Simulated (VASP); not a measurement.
# Sn3Se in VASP: further runs, part 2 of 2

VASP 6.6.1.

## (3) Relaxation of the atoms, PBEsol

This run uses another cell than the first one, of 26.54 Å³/atom.

The input, INCAR:

```
PREC     = Accurate       # precision mode
ENCUT    = 520            # plane-wave cutoff, eV
EDIFF    = 1E-7           # SCF threshold, eV
ISMEAR   = -1             # smearing method
SIGMA    = 0.05           # smearing width, eV
LREAL    = F              # projectors in reciprocal space
LASPH    = T              # aspherical terms in the spheres
NELM     = 80             # most SCF steps
ALGO     = Normal         # electronic algorithm
ISIF     = 2              # what is computed and relaxed
LWAVE    = F              # write WAVECAR
LCHARG   = F              # write CHGCAR
GGA      = PS             # functional
IBRION   = 2              # ionic algorithm
NSW      = 60             # ionic steps
EDIFFG   = -0.01          # ionic threshold
LUSENCCL = F
```

The input, KPOINTS:

```
Automatic mesh
0
Gamma
  5 5 5
```

The input, POSCAR:

```
Sn3Se
1.0
    0.0000000000      3.7704693800      3.7331380000
    3.7704693800      0.0000000000      3.7331380000
    3.7704693800      3.7704693800      0.0000000000
Sn Se
3 1
Direct
    0.5000000000      0.5000000000      0.5000000000
    0.7500000000      0.7500000000      0.7500000000
    0.2500000000      0.2500000000      0.2500000000
    0.0000000000      0.0000000000      0.0000000000
```

Potentials or basis: VASP PAW PBE potentials, release 64 (Sn_d, Se).

Launch:

```sh
$ cat potpaw_PBE.64/Sn_d/POTCAR potpaw_PBE.64/Se/POTCAR > POTCAR
$ mpirun -np 1 vasp_std > vasp.out
```

OUTCAR:

```text
PREC = Accurate
   ENCUT = 520
   EDIFF = 1E-7
   ISMEAR = -1
   LREAL = F
   LASPH = T
   NELM = 80
   ISIF = 2
   GGA = PS
   IBRION = 2
   NSW = 60
   EDIFFG = -0.01

 ion  position               nearest neighbor table
   1  0.500  0.500  0.500-   3 3.25   3 3.25   2 3.25   3 3.25   2 3.25   2 3.25   3 3.25   2 3.25

   2  0.750  0.750  0.750-   1 3.25   1 3.25   1 3.25   4 3.25   4 3.25   4 3.25   1 3.25   4 3.25
                             3 3.73   3 3.73
   3  0.250  0.250  0.250-   4 3.25   4 3.25   1 3.25   4 3.25   1 3.25   1 3.25   4 3.25   1 3.25
[... 754 lines left out ...]
  -------------------------------------------------------------------------------------
  Total       -2.5736897     -2.5736897     -2.6622748      0.0000000      0.0000000      0.0000000
  in kB      -38.8482887    -38.8482887    -40.1854270      0.0000000      0.0000000      0.0000000
  external PRESSURE =     -39.2940014 kB  Pullay stress =       0.0000000 kB

 VOLUME and BASIS-vectors are now :
 -----------------------------------------------------------------------------
  energy-cutoff  :      520.00
  volume of cell :      106.14
      direct lattice vectors                 reciprocal lattice vectors
     0.000000000  3.770469380  3.733138000    -0.132609484  0.132609484  0.133935579
     3.770469380  0.000000000  3.733138000     0.132609484 -0.132609484  0.133935579
     3.770469380  3.770469380  0.000000000     0.132609484  0.132609484 -0.133935579

 POSITION                                       TOTAL-FORCE (eV/Angst)
 -----------------------------------------------------------------------------------
      3.77047      3.77047      3.73314         0.000000      0.000000     -0.000000
      5.65570      5.65570      5.59971        -0.000000     -0.000000      0.000000
      1.88523      1.88523      1.86657         0.000000     -0.000000      0.000000
      0.00000      0.00000      0.00000         0.000000      0.000000     -0.000000
 -----------------------------------------------------------------------------------
    total drift:                               -0.000000     -0.000000      0.000000

  FREE ENERGIE OF THE ION-ELECTRON SYSTEM (eV)
  ---------------------------------------------------
  free  energy   TOTEN  =       -16.5704681050 eV

  energy  without entropy=      -16.5433393055  energy(sigma->0) =      -16.55690371

 reached required accuracy - stopping structural energy minimisation
```

CONTCAR:

```text
Sn3Se
    1.000000000000000
     0.0000000000000000    3.7704693800000002    3.7331379999999998
     3.7704693800000002    0.0000000000000000    3.7331379999999998
     3.7704693800000002    3.7704693800000002    0.0000000000000000
  Sn              Se
     3     1
Direct
     0.5000000000000000    0.5000000000000000    0.5000000000000000
     0.7500000000000000    0.7500000000000000    0.7500000000000000
     0.2500000000000000    0.2500000000000000    0.2500000000000000
     0.0000000000000000    0.0000000000000000    0.0000000000000000

  0.00000000E+00  0.00000000E+00  0.00000000E+00
  0.00000000E+00  0.00000000E+00  0.00000000E+00
  0.00000000E+00  0.00000000E+00  0.00000000E+00
  0.00000000E+00  0.00000000E+00  0.00000000E+00
```

Run time: 51 s. Hardware: 1 × NVIDIA H100 80GB with 1 thread of AMD EPYC 7R13 (Zen 3), shared host; peak memory 1.3 GiB.

Results:

| Quantity | Value |
| --- | --- |
| Free energy | -16.5705 eV |
| Pressure after relaxing | -3.9 GPa |

Stress tensor (GPa, compression positive):
```
-3.88  0.00  0.00
 0.00 -3.88  0.00
 0.00  0.00 -4.02
```

Final structure:
```xyz
4
Lattice="0.0000 3.7705 3.7331 3.7705 0.0000 3.7331 3.7705 3.7705 0.0000" Properties=species:S:1:pos:R:3 pbc="T T T"
Sn    3.7705    3.7705    3.7331
Sn    5.6557    5.6557    5.5997
Sn    1.8852    1.8852    1.8666
Se    0.0000    0.0000    0.0000
```

Caveat: the highest band is partly filled, so the run has too few bands; the PAW data sets were made with another functional, which shifts forces and pressure a little; spin-orbit coupling is left out, which moves the levels of the heavy elements.

## (4) Relaxation of the atoms, PBEsol

This run uses another cell than the first one, of 27.06 Å³/atom.

The input, INCAR:

```
PREC     = Accurate       # precision mode
ENCUT    = 520            # plane-wave cutoff, eV
EDIFF    = 1E-6           # SCF threshold, eV
ISMEAR   = -1             # smearing method
SIGMA    = 0.05           # smearing width, eV
LREAL    = False          # projectors in reciprocal space
LASPH    = True           # aspherical terms in the spheres
NELM     = 100            # most SCF steps
ALGO     = Normal         # electronic algorithm
ISIF     = 2              # what is computed and relaxed
LWAVE    = False          # write WAVECAR
LCHARG   = False          # write CHGCAR
GGA      = PS             # functional
IBRION   = 2              # ionic algorithm
NSW      = 60             # ionic steps
EDIFFG   = -0.01          # ionic threshold
LUSENCCL = False
```

KPOINTS is that of step 3.

The input, POSCAR:

```
Sn3Se
1.0
    0.0000000000      3.8078007600      3.7331380000
    3.8078007600      0.0000000000      3.7331380000
    3.8078007600      3.8078007600      0.0000000000
Sn Se
3 1
Direct
    0.5000000000      0.5000000000      0.5000000000
    0.7500000000      0.7500000000      0.7500000000
    0.2500000000      0.2500000000      0.2500000000
    0.0000000000      0.0000000000      0.0000000000
```

Launch:

```sh
$ cat potpaw_PBE.64/Sn_d/POTCAR potpaw_PBE.64/Se/POTCAR > POTCAR
$ mpirun -np 1 vasp_std > vasp.out
```

Wall time 48 s (1 × NVIDIA H100 80GB with 1 thread of AMD EPYC 7R13 (Zen 3), shared host); peak memory 1.3 GiB.

It converged, with:

| Quantity | Value |
| --- | --- |
| Free energy | -16.5158 eV |
| Pressure after relaxing | -4.7 GPa |

Stress tensor (GPa, compression positive):
```
-4.51  0.00  0.00
 0.00 -4.51  0.00
 0.00  0.00 -5.05
```

Final structure:
```
Sn Se
1.0
     0.00000    3.80780    3.73314
     3.80780    0.00000    3.73314
     3.80780    3.80780    0.00000
Sn Se
3 1
Direct
  0.50000 0.50000 0.50000
  0.75000 0.75000 0.75000
  0.25000 0.25000 0.25000
  0.00000 0.00000 0.00000
```

Levels at points of the mesh, in eV from the Fermi level:
```csv
k point,band 21,band 22,band 23,band 24,band 25,band 26,band 27,band 28
"(0.00, 0.00, 0.00)",-2.76,-2.76,-1.25,-1.14,-1.14,-0.57,-0.57,-0.32
```

Caveat: the highest band is partly filled, so the run has too few bands; the PAW data sets were made with another functional, which shifts forces and pressure a little; spin-orbit coupling is left out, which moves the levels of the heavy elements.

## (5) The runs side by side

| task | level | cell | k mesh | cutoff (eV) | grid for exact exchange (PRECFOCK) | share of exact exchange | pressure (GPa) |
| --- | --- | --- | --- | --- | --- | --- | --- |
| single point | r2SCAN-based global hybrid with 25 % exact exchange | a = 5.279 Å, angles 60.0°, 4 atoms | 4 × 4 × 4 | 440 | Normal | 0.25 | -3.1 |
| relaxation of the atoms | PBEsol | atoms relaxed from a = 5.306, b = 5.306, c = 5.332 Å, angles 59.8, 59.8, 60.3°, 4 atoms | 5 × 5 × 5 | 520 | - | - | -3.9 |
| relaxation of the atoms | PBEsol | atoms relaxed from a = 5.333, b = 5.333, c = 5.385 Å, angles 59.7, 59.7, 60.7°, 4 atoms | 5 × 5 × 5 | 520 | - | - | -4.7 |

Alike in all rows: potentials or basis VASP PAW PBE potentials, release 64 (Sn_d, Se); no spin polarisation; smearing fermi-dirac 0.05 eV.

Caveats: some runs use coarse meshes; the PAW data sets were made with another functional, which shifts forces and pressure a little; spin-orbit coupling is left out, which moves the levels of the heavy elements; the highest band is partly filled, so the run has too few bands (at least some runs).

Total energies depend on the potentials used, so only differences within one code and one set of settings carry meaning.
